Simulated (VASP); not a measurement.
Wanted: the native input for a VASP 6.6.1 run.

```yaml
Task: single point
Functional: PBE
Potentials_or_basis: VASP PAW PBE potentials, release 64 (Li_sv, Al, O)
Cutoff: 520 eV
k_mesh: 6 × 6 × 4
Occupations: gaussian, width 0.1 eV
Spin: no spin polarisation
Dipole_correction: no
Further_INCAR_settings: ALGO = Normal; EDIFF = 1e-06; NBANDS = 21
```

The structure of LiAlO lies in POSCAR:

```
LiAlO
1.0
    3.2928032800      0.0000000000      0.0000000000
    0.0000000000      3.2928032800      0.0000000000
    0.0000000000      0.0000000000      5.5529696000
Li Al O
2 2 2
Direct
    0.5000000000      0.0000000000      0.2015000000
    0.0000000000      0.5000000000      0.7985000000
    0.5000000000      0.0000000000      0.6428999900
    0.0000000000      0.5000000000      0.3571000100
    0.0000000000      0.0000000000      0.0000000000
    0.5000000000      0.5000000000      0.0000000000
```

The input as run:

INCAR

```
ALGO = Normal ; EDIFF = 1E-6
ENCUT = 520 ; GGA = PE
ISIF = 2 ; ISMEAR = 0
LASPH = T ; LCHARG = F
LREAL = F ; LWAVE = F
NBANDS = 21 ; NELM = 80
PREC = Accurate ; SIGMA = 0.1
```

KPOINTS

```
k-points
0
Gamma
  6 6 4
```

Potentials or basis: VASP PAW PBE potentials, release 64 (Li_sv, Al, O).

Launch:

```sh
$ cat potpaw_PBE.64/Li_sv/POTCAR potpaw_PBE.64/Al/POTCAR potpaw_PBE.64/O/POTCAR > POTCAR
$ mpirun -np 1 vasp_std > vasp.out
```

Results of the run:

| Item | Value |
| --- | --- |
| Largest force | 2.828 eV/Å |
| Band gap on the k mesh | zero (band 12 reaches 7.28 eV, above the bottom of band 13 at 5.86 eV) |

Caveat: forces of over 1 eV/Å act on the atoms, so gaps and moduli don't describe the material at rest.

Run time: 16 s on 1 thread of Intel(R) Xeon(R) 6975P-C (Granite Rapids), on a shared host, peak memory 0.17 GiB.
